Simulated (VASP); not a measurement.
# La (P6_3/mmc) in VASP: notebook

Runs on La. Level: PBEsol. Tasks: single point.

Everything below comes from runs of VASP 6.6.1. Logs are shortened: lines on timing, memory, paths and dates and some standing lists are left out, and cuts for length are marked.

## (1) The cell of the first run

It takes space group P6_3/mmc (No. 194, hexagonal). Conventional cell: a = 3.588 Å, b = 3.588 Å, c = 13.116 Å, α = 90.00°, β = 90.00°, γ = 120.00°. Within 4.7 Å of La (site symmetry -3m) lie 12 La at 3.59 to 3.88 Å. La (site symmetry -6m2) has 12 La at 3.59 to 3.88 Å within 4.7 Å.

## (2) Single point, PBEsol

INCAR reads:

```
ALGO = Fast
EDIFF = 1E-6
ENCUT = 520
GGA = PS
ISIF = 2
ISMEAR = 0
LASPH = T
LCHARG = F
LREAL = F
LWAVE = F
NBANDS = 30
NELM = 60
PREC = Accurate
SIGMA = 0.15
```

KPOINTS reads:

```
k-points
0
Gamma
  12 12 4
```

POSCAR reads:

```
La
1.0
    3.5880000000      0.0000000000      0.0000000000
   -1.7940000000      3.1072991488      0.0000000000
    0.0000000000      0.0000000000     13.1161000000
La
4
Direct
    0.0000000000      0.0000000000      0.0000000000
    0.0000000000      0.0000000000      0.5000000000
    0.3333333333      0.6666666667      0.2500000000
    0.6666666667      0.3333333333      0.7500000000
```

Potentials or basis: VASP PAW PBE potentials, release 64 (La).

Run with:

```bash
cat potpaw_PBE.64/La/POTCAR > POTCAR
mpirun -np 1 vasp_std > vasp.out
```

OUTCAR:

```text
EDIFF = 1E-6
   ENCUT = 520
   GGA = PS
   ISIF = 2
   ISMEAR = 0
   LASPH = T
   LREAL = F
   NELM = 60
   PREC = Accurate

 ion  position               nearest neighbor table
   1  0.000  0.000  0.000-
   2  0.000  0.000  0.500-
   3  0.333  0.667  0.250-
   4  0.667  0.333  0.750-

  LATTYP: Found a hexagonal cell.
 ALAT       =     3.5880000000
 C/A-ratio  =     3.6555462653

  Lattice vectors:

 A1 = (   3.5880000000,   0.0000000000,   0.0000000000)
 A2 = (  -1.7940000000,   3.1072991488,   0.0000000000)
 A3 = (   0.0000000000,   0.0000000000,  13.1161000000)

Analysis of symmetry for initial positions (statically):
=====================================================================
 Subroutine PRICEL returns:
 Original cell was already a primitive cell.

 Routine SETGRP: Setting up the symmetry group for a
 hexagonal supercell.

 Subroutine GETGRP returns: Found 24 space group operations
 (whereof 12 operations were pure point group operations)
 out of a pool of 24 trial point group operations.

The static configuration has the point symmetry D_3d.
 The point group associated with its full space group is D_6h.

Analysis of symmetry for dynamics (positions and initial velocities):
=====================================================================
 Subroutine PRICEL returns:
 Original cell was already a primitive cell.

 Routine SETGRP: Setting up the symmetry group for a
 hexagonal supercell.

 Subroutine GETGRP returns: Found 24 space group operations
 (whereof 12 operations were pure point group operations)
 out of a pool of 24 trial point group operations.

The dynamic configuration has the point symmetry D_3d.
 The point group associated with its full space group is D_6h.

 Subroutine INISYM returns: Found 24 space group operations
 (whereof 12 operations are pure point group operations),
 and found     1 'primitive' translations

----------------------------------------------------------------------------------------

                                     Primitive cell

  volume of cell :     146.2313

  direct lattice vectors                    reciprocal lattice vectors
     3.588000000  0.000000000  0.000000000     0.278706800  0.160911446  0.000000000
    -1.794000000  3.107299149  0.000000000     0.000000000  0.321822893  0.000000000
     0.000000000  0.000000000 13.116100000     0.000000000  0.000000000  0.076242176
[... 82 lines left out ...]
   ISPIN  =      1    spin polarized calculation?
   LNONCOLLINEAR =      F non collinear calculations
   LSORBIT =      F    spin-orbit coupling
   LASPH  =      T    aspherical Exc in radial PAW
   ENCUT  =  520.0 eV  38.22 Ry    6.18 a.u.   6.67  6.67 24.39*2*pi/ulx,y,z
   NELM   =     60;   NELMIN=  2; NELMDL= -5     # of ELM steps
   EDIFF  = 0.1E-05   stopping-criterion for ELM
   LREAL  =      F    real-space projection
   EDIFFG = 0.1E-04   stopping-criterion for IOM
   NSW    =      0    number of steps for IOM
   IBRION =     -1    ionic relax: 0-MD 1-quasi-New 2-CG
   NFREE  =      0    steps in history (QN), initial steepest desc. (CG)
   ISIF   =      2    stress and relaxation
   ISYM   =      2    0-nonsym 1-usesym 2-fastsym
   POTIM  = 0.5000    time-step for ionic-motion
   TEBEG  =    0.0;   TEEND  =   0.0 temperature during run
   PSTRESS=    0.0 pullay stress
   NELECT =      44.0000    total number of electrons
   NUPDOWN=      -1.0000    fix difference up-down
   EMIN   =  10.00;   EMAX   =-10.00  energy-range for DOS
   EFERMI =   0.00;   METHOD = LEGACY
   ISMEAR =     0;   SIGMA  =   0.15  broadening in eV -4-tet -1-fermi 0-gaus
   EFERMI_NEDOS =   21; number of points for ismear=-14 and -15
   IALGO  =     68    algorithm
   IMIX   =      4    mixing-type and parameters
     AMIX     =   0.40;   BMIX     =  1.00
     AMIX_MAG =   1.60;   BMIX_MAG =  1.00
  volume/ion in A,a.u.               =      36.56       246.70
  Fermi-wavevector in a.u.,A,eV,Ry     =   1.097014  2.073057 16.373802  1.203441
  Thomas-Fermi vector in A             =   2.233367
   LORBIT       =      0    0 simple, 1 ext, 2 COOP (PROOUT), +10 PAW based schemes
   GGA     = PS    functional components
   LHFCALC =     F    Hartree Fock is set to
   AEXX    =    0.0000 exact exchange contribution
   IVDW    =     0    specifies the selected vdW correction
   LEPSILON=     F    determine dielectric tensor
   LRPA    =     F    only Hartree local field effects (RPA)
 non-spin polarized calculation
 RMM-DIIS sequential band-by-band and
 Gauss-broadening in eV      SIGMA  =   0.15
  energy-cutoff  :      520.00
  volume of cell :      146.23
 maximum number of plane-waves:      4008
 NGX is ok and might be reduce to    28

 number of electron      43.9999999 magnetization

 Free energy of the ion-electron system (eV)
  ---------------------------------------------------
  ext. energy  EPLUGINS =         0.00000000
  ---------------------------------------------------
  free energy    TOTEN  =       -21.15075126 eV

  energy without entropy =      -21.06580938  energy(sigma->0) =      -21.10828032

 E-fermi :   7.8669     XC(G=0):  -9.7404

 val. band max:        7.8580847342   @ k =   0.3333   0.2500   0.2500
 cond. band min:       7.8675712279   @ k =   0.3333   0.2500   0.0000
 fundamental gap:      0.0094864937
 Fermi energy:         7.8668833874

 k-point     1 :       0.0000    0.0000    0.0000
  band No.  band energies     occupation
      1     -24.9725      2.00000
      2     -24.9095      2.00000
      3     -24.9060      2.00000
      4     -24.8415      2.00000
      5      -9.1850      2.00000
      6      -8.6485      2.00000
[... 781 lines left out ...]
     29       9.6366      0.00000
     30       9.7261      0.00000

 [... further k-points ...]
[... 5 lines left out ...]
  --------------------------------------------------------------------------------------
  -------------------------------------------------------------------------------------
  Total        0.1751669      0.1751669     -4.3790644      0.0000000      0.0000000     -0.0000000
  in kB        1.9192094      1.9192094    -47.9790555      0.0000000      0.0000000     -0.0000000
  external PRESSURE =     -14.7135456 kB  Pullay stress =       0.0000000 kB

 VOLUME and BASIS-vectors are now :
 -----------------------------------------------------------------------------
  energy-cutoff  :      520.00
  volume of cell :      146.23
      direct lattice vectors                 reciprocal lattice vectors
     3.588000000  0.000000000  0.000000000     0.278706800  0.160911446  0.000000000
    -1.794000000  3.107299149  0.000000000     0.000000000  0.321822893  0.000000000
     0.000000000  0.000000000 13.116100000     0.000000000  0.000000000  0.076242176

 POSITION                                       TOTAL-FORCE (eV/Angst)
 -----------------------------------------------------------------------------------
      0.00000      0.00000      0.00000         0.000000      0.000000      0.000000
      0.00000      0.00000      6.55805         0.000000      0.000000      0.000000
     -0.00000      2.07153      3.27902         0.000000      0.000000      0.000000
      1.79400      1.03577      9.83707        -0.000000      0.000000     -0.000000
 -----------------------------------------------------------------------------------
    total drift:                                0.000000     -0.000000      0.000000

  FREE ENERGIE OF THE ION-ELECTRON SYSTEM (eV)
  ---------------------------------------------------
  free  energy   TOTEN  =       -21.1507512573 eV

  energy  without entropy=      -21.0658093782  energy(sigma->0) =      -21.10828032
```

OSZICAR:

```text
N       E                     dE             d eps       ncg     rms          rms(c)
DAV:   1     0.568945448265E+03    0.56895E+03   -0.14693E+04  3436   0.200E+03
DAV:   2     0.112850176574E+03   -0.45610E+03   -0.44574E+03  4940   0.396E+02
DAV:   3    -0.472594934663E+01   -0.11758E+03   -0.11519E+03  5802   0.237E+02
[... 49 lines left out ...]
RMM:  53    -0.211507473137E+02   -0.14634E-05   -0.15496E-05  3719   0.302E-02    0.270E-03
RMM:  54    -0.211507485025E+02   -0.11888E-05   -0.13094E-05  3631   0.272E-02    0.341E-03
RMM:  55    -0.211507494940E+02   -0.99151E-06   -0.11290E-05  3560   0.267E-02    0.387E-03
RMM:  56    -0.211507504554E+02   -0.96137E-06   -0.10449E-05  3499   0.266E-02    0.406E-03
RMM:  57    -0.211507512573E+02   -0.80194E-06   -0.93060E-06  3435   0.273E-02
   1 F= -.21150751E+02 E0= -.21108280E+02  d E =-.849419E-01
```

stdout:

```text
POSCAR found type information on POSCAR La
 POSCAR found :  1 types and       4 ions
 scaLAPACK will be used
 -----------------------------------------------------------------------------
|                                                                             |
|                                                                             |
|     You enforced a specific xc type in the INCAR file but a different       |
[... 49 lines left out ...]
WARNING in EDDRMM: call to ZHEGV failed, returncode =   8  4      4
WARNING in EDDRMM: call to ZHEGV failed, returncode =   8  4      2
WARNING in EDDRMM: call to ZHEGV failed, returncode =   8  4      1
WARNING in EDDRMM: call to ZHEGV failed, returncode =   8  4      2
WARNING in EDDRMM: call to ZHEGV failed, returncode =   8  4      3
WARNING in EDDRMM: call to ZHEGV failed, returncode =   8  4     23
WARNING in EDDRMM: call to ZHEGV failed, returncode =   6  3     17
```

Wall time 28 min (1 thread of Intel Xeon Platinum 8259CL at 2.50GHz (Skylake/Cascade Lake), shared host); peak memory 0.4 GiB.

Results:

* Free energy: -21.1508 eV
* Pressure: -1.5 GPa
* Band gap on the k mesh: zero (bands 22 and 23 overlap by 1.00 eV)

Caveat: the PAW data sets were made with another functional, which shifts forces and pressure a little; spin-orbit coupling is left out, which moves the levels of the heavy elements.

## (3) Single point, PBEsol

This run uses another cell than the first one, of the same volume but with other edges.

INCAR reads:

```
SYSTEM = La
  PREC = Accurate
  ENCUT = 520
  EDIFF = 1E-6
  ISMEAR = 0
  SIGMA = 0.15
  LREAL = .False.
  LASPH = .True.
  NELM = 80
  ALGO = Fast
  ISIF = 2
  LWAVE = .False.
  LCHARG = .False.
  GGA = PS
  NBANDS = 30
```

KPOINTS reads:

```
Automatic mesh
0
Gamma
  12 12 4
  0 0 0
```

POSCAR reads:

```
La
1.0
    3.6247000000      0.0000000000      0.0000000000
   -1.8123500000      3.1390822811      0.0000000000
    0.0000000000      0.0000000000     12.8351000000
La
4
Direct
    0.0000000000      0.0000000000      0.0000000000
    0.0000000000      0.0000000000      0.5000000000
    0.3333333333      0.6666666667      0.2500000000
    0.6666666667      0.3333333333      0.7500000000
```

Potentials or basis: VASP PAW PBE potentials, release 64 (La).

Run with:

```bash
cat potpaw_PBE.64/La/POTCAR > POTCAR
mpirun -np 1 vasp_std > vasp.out
```

Run time: 34 min. Hardware: 1 thread of Intel Xeon Platinum 8259CL at 2.50GHz (Skylake/Cascade Lake), shared host; peak memory 0.4 GiB.

Results (log left out):

```
Free energy            : -21.2410 eV
Pressure               : -1.5 GPa
Band gap on the k mesh : zero (bands 22 and 23 overlap by 1.11 eV)
```

Stress tensor (GPa, compression positive):
```
-0.11  0.00  0.00
 0.00 -0.11  0.00
 0.00  0.00 -4.22
```

Levels at points of the mesh, in eV from the Fermi level:
```csv
k point,band 19,band 20,band 21,band 22,band 23,band 24,band 25,band 26
"(0.00, 0.00, 0.00)",-2.01,-1.74,0.37,0.43,0.76,1.33,1.38,1.53
"(0.50, 0.00, 0.00)",-1.58,-1.26,-0.94,-0.50,-0.45,0.22,1.02,1.49
"(0.00, 0.00, 0.50)",-1.72,-1.72,0.48,0.48,1.13,1.13,1.48,1.48
"(0.50, 0.00, 0.50)",-1.50,-1.50,-1.19,-1.19,0.25,0.25,1.30,1.30
```

Caveat: the PAW data sets were made with another functional, which shifts forces and pressure a little; spin-orbit coupling is left out, which moves the levels of the heavy elements.
